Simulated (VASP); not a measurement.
Wanted: the native input for a VASP 6.6.1 run.

```yaml
Task: single point
Functional: LDA
Potentials_or_basis: VASP PAW LDA potentials, release 64 (Al, N)
Cutoff: 520 eV
k_mesh: 8 × 8 × 5
Occupations: methfessel-paxton, width 0.05 eV
Spin: no spin polarisation
Dipole_correction: no
Further_INCAR_settings: ALGO = Normal; EDIFF = 1e-07; NBANDS = 16
```

The structure of AlN lies in POSCAR:

```
AlN
1.0
    3.1130000000      0.0000000000      0.0000000000
   -1.5565000000      2.6959370820      0.0000000000
    0.0000000000      0.0000000000      4.9810000000
Al N
2 2
Direct
    0.6666666667      0.3333333333      0.5000000000
    0.3333333333      0.6666666667      0.0000000000
    0.6666666667      0.3333333333      0.8800000000
    0.3333333333      0.6666666667      0.3800000000
```

One way to write it, as run:

INCAR

```
SYSTEM = AlN
PREC     = Accurate       ! precision mode
ENCUT    = 520            ! plane-wave cutoff, eV
EDIFF    = 1E-7           ! SCF threshold, eV
ISMEAR   = 1              ! smearing method
SIGMA    = 0.05           ! smearing width, eV
LREAL    = .False.        ! projectors in reciprocal space
LASPH    = .True.         ! aspherical terms in the spheres
NELM     = 60             ! most SCF steps
ALGO     = Normal         ! electronic algorithm
ISIF     = 2              ! what is computed and relaxed
LWAVE    = .False.        ! write WAVECAR
LCHARG   = .True.         ! write CHGCAR
GGA      = CA             ! functional
LELF     = .True.         ! ELF
LVHAR    = .True.       
NBANDS   = 16             ! bands
```

KPOINTS

```
regular mesh
0
Gamma
  8 8 5
  0 0 0
```

Potentials or basis: VASP PAW LDA potentials, release 64 (Al, N).

Launch:

```sh
$ cat potpaw_LDA.64/Al/POTCAR potpaw_LDA.64/N/POTCAR > POTCAR
$ mpirun -np 1 vasp_std > vasp.out
```

It gave:

- Pressure: -4.1 GPa
- Largest force: 0.119 eV/Å
- Band gap on the k mesh: 4.25 eV, direct

Run time: 15 s on 1 thread of Intel(R) Xeon(R) Platinum 8375C CPU @ 2.90GHz (Ice Lake), with other jobs on the host, peak memory 0.14 GiB.
